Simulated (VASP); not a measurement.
Input of a VASP 6.6.1 run:

Contents of INCAR:

```
PREC     = Accurate       # precision mode
ENCUT    = 520            # plane-wave cutoff, eV
EDIFF    = 1E-6           # SCF threshold, eV
ISMEAR   = 0              # smearing method
SIGMA    = 0.1            # smearing width, eV
LREAL    = F              # projectors in reciprocal space
LASPH    = T              # aspherical terms in the spheres
NELM     = 100            # most SCF steps
ALGO     = Normal         # electronic algorithm
ISIF     = 2              # what is computed and relaxed
LWAVE    = F              # write WAVECAR
LCHARG   = F              # write CHGCAR
GGA      = PE             # functional
NBANDS   = 23             # bands
```

The input KPOINTS:

```
regular mesh
0
Gamma
  4 4 4
```

POSCAR

```
AlP5
1.0
    0.0000000000      3.5681306323      3.5681306323
    3.5681306323      0.0000000000      3.5681306323
    3.5681306323      3.5681306323      0.0000000000
Al P
1 5
Direct
    0.0000000000      0.0000000000      0.0000000000
    0.3751032018      0.3751032018      0.8746903945
    0.3751032018      0.8746903945      0.3751032018
    0.8746903945      0.3751032018      0.3751032018
    0.3751032018      0.3751032018      0.3751032018
    0.7500000000      0.7500000000      0.7500000000
```

Potentials or basis: VASP PAW PBE potentials, release 64 (Al, P).

Run with:

```sh
$ cat potpaw_PBE.64/Al/POTCAR potpaw_PBE.64/P/POTCAR > POTCAR
$ mpirun -np 1 vasp_std > vasp.out
```

(1) What does it give for the pressure?

(2) Predict the largest force.

Results:

(1) -0.2 GPa.

(2) 0.003 eV/Å.

Caveat: the k points lie up to 0.38 Å⁻¹ apart.
